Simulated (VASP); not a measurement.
TaTl3P2, 6 atoms in the cell. It takes space group P-3m1 (No. 164, trigonal). Conventional cell: a = 3.475 Å, b = 3.475 Å, c = 13.820 Å, α = 90.00°, β = 90.00°, γ = 120.00°. Within 3.3 Å of Ta (site symmetry -3m) lie 6 P at 2.52 Å. Within 4.2 Å of Tl (site symmetry -3m) lie 8 Tl at 3.21 to 3.47 Å. Tl (site symmetry 3m) has 3 P at 2.96 Å and 7 Tl at 3.21 to 3.47 Å and 1 Ta at 3.70 Å within 3.9 Å. Within 3.3 Å of P (site symmetry 3m) lie 3 Ta at 2.52 Å and 3 Tl at 2.96 Å. 

| Item | Value |
| --- | --- |
| Program | VASP 6.6.1 |
| Task | single point |
| Functional | PBE |
| Potentials or basis | VASP PAW PBE potentials, release 64 (Ta_pv, Tl_d, P) |
| Cutoff | 520 eV |
| k mesh | 12 × 12 × 4 |
| Occupations | gaussian, width 0.1 eV |
| Spin | no spin polarisation |
| Dipole correction | no |
| Further INCAR settings | ALGO = Normal; EDIFF = 1e-07; NBANDS = 39 |

Potentials or basis: VASP PAW PBE potentials, release 64 (Ta_pv, Tl_d, P).

The run is started by

```bash
$ cat potpaw_PBE.64/Ta_pv/POTCAR potpaw_PBE.64/Tl_d/POTCAR potpaw_PBE.64/P/POTCAR > POTCAR
$ mpirun -np 1 vasp_std > vasp.out
```

Hardware: 1 thread of AMD EPYC 9R45 96-Core Processor (Zen 5), with other jobs on the host.

Estimate the wall time of this run.

Wall time 4 min on 1 thread of AMD EPYC 9R45 96-Core Processor (Zen 5) (shared host), peak memory 0.47 GiB. Counts: scf iterations 16, k points 69.
